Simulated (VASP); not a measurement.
# NaI (Fm-3m) in VASP: further runs

The runs below take NaI through single point, with PBEsol.

Everything below comes from runs of VASP 6.6.1. Logs are shortened: lines on timing, memory, paths and dates and some standing lists are left out, and cuts for length are marked.

## Step 1: The cell of the first run

The structure is cubic, space group Fm-3m (No. 225). The conventional cell has a = 5.667 Å, b = 5.667 Å, c = 5.667 Å, α = 90.00°, β = 90.00°, γ = 90.00°. Within 3.7 Å of Na (site symmetry m-3m) lie 6 I at 2.83 Å. I (site symmetry m-3m) has 6 Na at 2.83 Å within 3.7 Å.

## Step 2: Single point, PBEsol

The input, INCAR:

```
SYSTEM = NaI
PREC = Accurate ; ENCUT = 520
EDIFF = 1E-6 ; ISMEAR = 0
SIGMA = 0.01 ; LREAL = .False.
LASPH = .True. ; NELM = 60
ALGO = Normal ; ISIF = 2
LWAVE = .False. ; LCHARG = .True.
GGA = PS ; LELF = .True.
LVHAR = .True. ; NBANDS = 14
```

The input, KPOINTS:

```
regular mesh
0
Gamma
  8 8 8
  0 0 0
```

The input, POSCAR:

```
NaI
1.0
    0.0000000000      2.8333628620      2.8333628620
    2.8333628620      0.0000000000      2.8333628620
    2.8333628620      2.8333628620      0.0000000000
Na I
1 1
Direct
    0.0000000000      0.0000000000      0.0000000000
    0.5000000000      0.5000000000      0.5000000000
```

Potentials or basis: VASP PAW PBE potentials, release 64 (Na_pv, I).

The run is started by

```
> cat potpaw_PBE.64/Na_pv/POTCAR potpaw_PBE.64/I/POTCAR > POTCAR
> mpirun -np 1 vasp_std > vasp.out
```

OUTCAR:

```text
SYSTEM = NaI
   PREC = Accurate
   ENCUT = 520
   EDIFF = 1E-6
   ISMEAR = 0
   LREAL = .False.
   LASPH = .True.
   NELM = 60
   ISIF = 2
   GGA = PS

 ion  position               nearest neighbor table
   1  0.000  0.000  0.000-   2 2.83   2 2.83   2 2.83   2 2.83   2 2.83   2 2.83
   2  0.500  0.500  0.500-   1 2.83   1 2.83   1 2.83   1 2.83   1 2.83   1 2.83

  LATTYP: Found a face centered cubic cell.
 ALAT       =     5.6667257240

  Lattice vectors:

 A1 = (   0.0000000000,   2.8333628620,   2.8333628620)
 A2 = (   2.8333628620,   0.0000000000,   2.8333628620)
 A3 = (   2.8333628620,   2.8333628620,   0.0000000000)

Analysis of symmetry for initial positions (statically):
=====================================================================
 Subroutine PRICEL returns:
 Original cell was already a primitive cell.

 Routine SETGRP: Setting up the symmetry group for a
 face centered cubic supercell.

 Subroutine GETGRP returns: Found 48 space group operations
 (whereof 48 operations were pure point group operations)
 out of a pool of 48 trial point group operations.

The static configuration has the point symmetry O_h .

Analysis of symmetry for dynamics (positions and initial velocities):
=====================================================================
 Subroutine PRICEL returns:
 Original cell was already a primitive cell.

 Routine SETGRP: Setting up the symmetry group for a
 face centered cubic supercell.

 Subroutine GETGRP returns: Found 48 space group operations
 (whereof 48 operations were pure point group operations)
 out of a pool of 48 trial point group operations.

The dynamic configuration has the point symmetry O_h .

 Subroutine INISYM returns: Found 48 space group operations
 (whereof 48 operations are pure point group operations),
 and found     1 'primitive' translations

----------------------------------------------------------------------------------------

                                     Primitive cell

  volume of cell :      45.4922

  direct lattice vectors                    reciprocal lattice vectors
     0.000000000  2.833362862  2.833362862    -0.176468749  0.176468749  0.176468749
     2.833362862  0.000000000  2.833362862     0.176468749 -0.176468749  0.176468749
     2.833362862  2.833362862  0.000000000     0.176468749  0.176468749 -0.176468749

  length of vectors
     4.006980187  4.006980187  4.006980187     0.305652839  0.305652839  0.305652839

  position of ions in fractional coordinates (direct lattice)
[... 85 lines left out ...]
   ISIF   =      2    stress and relaxation
   ISYM   =      2    0-nonsym 1-usesym 2-fastsym
   POTIM  = 0.5000    time-step for ionic-motion
   TEBEG  =    0.0;   TEEND  =   0.0 temperature during run
   PSTRESS=    0.0 pullay stress
   NELECT =      14.0000    total number of electrons
   NUPDOWN=      -1.0000    fix difference up-down
   EMIN   =  10.00;   EMAX   =-10.00  energy-range for DOS
   EFERMI =   0.00;   METHOD = LEGACY
   ISMEAR =     0;   SIGMA  =   0.01  broadening in eV -4-tet -1-fermi 0-gaus
   EFERMI_NEDOS =   21; number of points for ismear=-14 and -15
   IALGO  =     38    algorithm
   IMIX   =      4    mixing-type and parameters
     AMIX     =   0.40;   BMIX     =  1.00
     AMIX_MAG =   1.60;   BMIX_MAG =  1.00
  volume/ion in A,a.u.               =      22.75       153.50
  Fermi-wavevector in a.u.,A,eV,Ry     =   1.105279  2.088675 16.621449  1.221642
  Thomas-Fermi vector in A             =   2.241764
   LORBIT       =      0    0 simple, 1 ext, 2 COOP (PROOUT), +10 PAW based schemes
   GGA     = PS    functional components
   LHFCALC =     F    Hartree Fock is set to
   AEXX    =    0.0000 exact exchange contribution
   IVDW    =     0    specifies the selected vdW correction
   LEPSILON=     F    determine dielectric tensor
   LRPA    =     F    only Hartree local field effects (RPA)
 non-spin polarized calculation
 Gauss-broadening in eV      SIGMA  =   0.01
  energy-cutoff  :      520.00
  volume of cell :       45.49
 maximum number of plane-waves:      1243
 NGX is ok and might be reduce to    30
   NGX = 15   NGY = 15   NGZ = 15

 number of electron      13.9999995 magnetization

 Free energy of the ion-electron system (eV)
  ---------------------------------------------------
  ext. energy  EPLUGINS =         0.00000000
  ---------------------------------------------------
  free energy    TOTEN  =        -4.99389764 eV

  energy without entropy =       -4.99389764  energy(sigma->0) =       -4.99389764

 E-fermi :   4.5021     XC(G=0):  -9.5754

 val. band max:        4.3366152189   @ k =   0.0000   0.0000   0.0000
 cond. band min:       8.6188993738   @ k =   0.5000   0.5000   0.0000
 fundamental gap:      4.2822841548
 Fermi energy:         4.5020523572

 k-point     1 :       0.0000    0.0000    0.0000
  band No.  band energies     occupation
      1     -17.9642      2.00000
      2     -17.9642      2.00000
      3     -17.9642      2.00000
      4      -8.2871      2.00000
      5       4.3366      2.00000
      6       4.3366      2.00000
      7       4.3366      2.00000
      8       9.3499      0.00000
      9      11.9086      0.00000
     10      11.9086      0.00000
     11      11.9086      0.00000
     12      14.4676      0.00000
     13      14.5763      0.00000
     14      14.5763      0.00000
[... 377 lines left out ...]
      1     -17.9972      2.00000
      2     -17.9743      2.00000
      3     -17.9685      2.00000
      4      -7.1995      2.00000
      5       0.6689      2.00000
      6       2.4091      2.00000
      7       3.2580      2.00000
      8      10.6751      0.00000
      9      10.8728      0.00000
     10      13.3083      0.00000
     11      13.9440      0.00000
     12      15.7005      0.00000
     13      17.7866      0.00000
     14      18.1598      0.00000

 [... further k-points ...]
[... 5 lines left out ...]
  --------------------------------------------------------------------------------------
  -------------------------------------------------------------------------------------
  Total        4.3222479      4.3222479      4.3222479      0.0000000     -0.0000000      0.0000000
  in kB      152.2241893    152.2241893    152.2241893      0.0000000     -0.0000000      0.0000000
  external PRESSURE =     152.2241893 kB  Pullay stress =       0.0000000 kB

 VOLUME and BASIS-vectors are now :
 -----------------------------------------------------------------------------
  energy-cutoff  :      520.00
  volume of cell :       45.49
      direct lattice vectors                 reciprocal lattice vectors
     0.000000000  2.833362862  2.833362862    -0.176468749  0.176468749  0.176468749
     2.833362862  0.000000000  2.833362862     0.176468749 -0.176468749  0.176468749
     2.833362862  2.833362862  0.000000000     0.176468749  0.176468749 -0.176468749

 POSITION                                       TOTAL-FORCE (eV/Angst)
 -----------------------------------------------------------------------------------
      0.00000      0.00000      0.00000        -0.000000     -0.000000      0.000000
      2.83336      2.83336      2.83336         0.000000      0.000000     -0.000000
 -----------------------------------------------------------------------------------
    total drift:                               -0.000000      0.000000      0.000000

  FREE ENERGIE OF THE ION-ELECTRON SYSTEM (eV)
  ---------------------------------------------------
  free  energy   TOTEN  =        -4.9938976416 eV

  energy  without entropy=       -4.9938976416  energy(sigma->0) =       -4.99389764
```

OSZICAR:

```text
N       E                     dE             d eps       ncg     rms          rms(c)
DAV:   1     0.899300351337E+02    0.89930E+02   -0.68656E+03   812   0.997E+02
DAV:   2     0.645175159226E+00   -0.89285E+02   -0.83574E+02   854   0.256E+02
DAV:   3    -0.493689806627E+01   -0.55821E+01   -0.55494E+01  1088   0.604E+01
DAV:   4    -0.505246224381E+01   -0.11556E+00   -0.11554E+00   990   0.873E+00
DAV:   5    -0.505542316949E+01   -0.29609E-02   -0.29609E-02  1064   0.139E+00    0.234E+00
DAV:   6    -0.500603075469E+01    0.49392E-01   -0.41743E-02  1060   0.195E+00    0.155E+00
DAV:   7    -0.499390733022E+01    0.12123E-01   -0.42269E-02  1188   0.162E+00    0.594E-01
DAV:   8    -0.499392246099E+01   -0.15131E-04   -0.27294E-03   932   0.553E-01    0.596E-02
DAV:   9    -0.499389667337E+01    0.25788E-04   -0.11673E-04  1070   0.156E-01    0.207E-02
DAV:  10    -0.499389764157E+01   -0.96820E-06   -0.90954E-06  1158   0.408E-02
   1 F= -.49938976E+01 E0= -.49938976E+01  d E =-.451445-123
```

Wall time 17 s (1 thread of Intel Xeon Platinum 8259CL at 2.50GHz (Skylake/Cascade Lake), shared host); peak memory 0.17 GiB.

Results:

- Free energy: -4.9939 eV
- Pressure: 15.2 GPa
- Band gap on the k mesh: 4.28 eV, indirect (least direct gap 5.01 eV)

Caveat: the PAW data sets were made with another functional, which shifts forces and pressure a little; spin-orbit coupling is left out, which moves the levels of the heavy elements.

## Step 3: Single point, PBEsol

This run uses another cell than the first one, of 24.51 Å³/atom, 1.078 times its volume.

The input, INCAR:

```
SYSTEM = NaI
ALGO = Normal
EDIFF = 1E-6
ENCUT = 520
GGA = PS
ISIF = 2
ISMEAR = 0
LASPH = .True.
LCHARG = .False.
LREAL = .False.
LWAVE = .False.
NBANDS = 14
NELM = 100
PREC = Accurate
SIGMA = 0.01
```

The input, KPOINTS:

```
k-points
0
Gamma
  8 8 8
  0 0 0
```

The input, POSCAR:

```
NaI
1.0
    0.0000000000      2.9048884897      2.9048884897
    2.9048884897      0.0000000000      2.9048884897
    2.9048884897      2.9048884897      0.0000000000
Na I
1 1
Direct
    0.0000000000      0.0000000000      0.0000000000
    0.5000000000      0.5000000000      0.5000000000
```

Potentials or basis: VASP PAW PBE potentials, release 64 (Na_pv, I).

The run is started by

```
> cat potpaw_PBE.64/Na_pv/POTCAR potpaw_PBE.64/I/POTCAR > POTCAR
> mpirun -np 1 vasp_std > vasp.out
```

OUTCAR:

```text
SYSTEM = NaI
   EDIFF = 1E-6
   ENCUT = 520
   GGA = PS
   ISIF = 2
   ISMEAR = 0
   LASPH = .True.
   LREAL = .False.
   NELM = 100
   PREC = Accurate

 ion  position               nearest neighbor table
   1  0.000  0.000  0.000-   2 2.90   2 2.90   2 2.90   2 2.90   2 2.90   2 2.90
   2  0.500  0.500  0.500-   1 2.90   1 2.90   1 2.90   1 2.90   1 2.90   1 2.90

  LATTYP: Found a face centered cubic cell.
 ALAT       =     5.8097769794

  Lattice vectors:

 A1 = (   0.0000000000,   2.9048884897,   2.9048884897)
 A2 = (   2.9048884897,   0.0000000000,   2.9048884897)
 A3 = (   2.9048884897,   2.9048884897,   0.0000000000)

Analysis of symmetry for initial positions (statically):
=====================================================================
 Subroutine PRICEL returns:
 Original cell was already a primitive cell.

 Routine SETGRP: Setting up the symmetry group for a
 face centered cubic supercell.

 Subroutine GETGRP returns: Found 48 space group operations
 (whereof 48 operations were pure point group operations)
 out of a pool of 48 trial point group operations.

The static configuration has the point symmetry O_h .

Analysis of symmetry for dynamics (positions and initial velocities):
[... 165 lines left out ...]

 k-point     1 :       0.0000    0.0000    0.0000
  band No.  band energies     occupation
      1     -18.6865      2.00000
      2     -18.6865      2.00000
      3     -18.6865      2.00000
      4      -8.7222      2.00000
      5       3.5113      2.00000
      6       3.5113      2.00000
      7       3.5113      2.00000
      8       8.1502      0.00000
      9      11.1835      0.00000
     10      11.1835      0.00000
     11      11.1835      0.00000
     12      13.6777      0.00000
     13      13.6777      0.00000
     14      13.7330      0.00000
[... 377 lines left out ...]
      1     -18.7098      2.00000
      2     -18.6939      2.00000
      3     -18.6898      2.00000
      4      -7.8245      2.00000
      5       0.2411      2.00000
      6       1.8207      2.00000
      7       2.5767      2.00000
      8       9.8107      0.00000
      9      10.0409      0.00000
     10      12.3443      0.00000
     11      12.8601      0.00000
     12      14.7217      0.00000
     13      16.5738      0.00000
     14      17.1142      0.00000

 [... further k-points ...]
[... 5 lines left out ...]
  --------------------------------------------------------------------------------------
  -------------------------------------------------------------------------------------
  Total        3.1015240      3.1015240      3.1015240      0.0000000      0.0000000      0.0000000
  in kB      101.3601712    101.3601712    101.3601712      0.0000000      0.0000000      0.0000000
  external PRESSURE =     101.3601712 kB  Pullay stress =       0.0000000 kB

 VOLUME and BASIS-vectors are now :
 -----------------------------------------------------------------------------
  energy-cutoff  :      520.00
  volume of cell :       49.03
      direct lattice vectors                 reciprocal lattice vectors
     0.000000000  2.904888490  2.904888490    -0.172123647  0.172123647  0.172123647
     2.904888490  0.000000000  2.904888490     0.172123647 -0.172123647  0.172123647
     2.904888490  2.904888490  0.000000000     0.172123647  0.172123647 -0.172123647

 POSITION                                       TOTAL-FORCE (eV/Angst)
 -----------------------------------------------------------------------------------
      0.00000      0.00000      0.00000         0.000000     -0.000000     -0.000000
      2.90489      2.90489      2.90489         0.000000      0.000000      0.000000
 -----------------------------------------------------------------------------------
    total drift:                                0.000000     -0.000000     -0.000000

  FREE ENERGIE OF THE ION-ELECTRON SYSTEM (eV)
  ---------------------------------------------------
  free  energy   TOTEN  =        -5.2698682721 eV

  energy  without entropy=       -5.2698682721  energy(sigma->0) =       -5.26986827
```

stdout:

```text
POSCAR found type information on POSCAR NaI
 POSCAR found :  2 types and       2 ions
 scaLAPACK will be used
 -----------------------------------------------------------------------------
|                                                                             |
|                                                                             |
|     You enforced a specific xc type in the INCAR file but a different       |
|     I HOPE YOU KNOW WHAT YOU ARE DOING!                                     |
|                                                                             |
 -----------------------------------------------------------------------------

 LDA part: xc-table for (Slater+PW92), standard interpolation
 POSCAR, INCAR and KPOINTS ok, starting setup
 FFT: planning ... GRIDC
 FFT: planning ... GRID_SOFT
 FFT: planning ... GRID
 WAVECAR not read
 entering main loop
```

It took 17 s on 1 thread of Intel Xeon Platinum 8259CL at 2.50GHz (Skylake/Cascade Lake), shared host; peak memory 0.18 GiB.

What came out:

```
Free energy            : -5.2699 eV
Pressure               : 10.1 GPa
Band gap on the k mesh : 4.56 eV, indirect (least direct gap 4.64 eV)
```

Caveat: the PAW data sets were made with another functional, which shifts forces and pressure a little; spin-orbit coupling is left out, which moves the levels of the heavy elements.
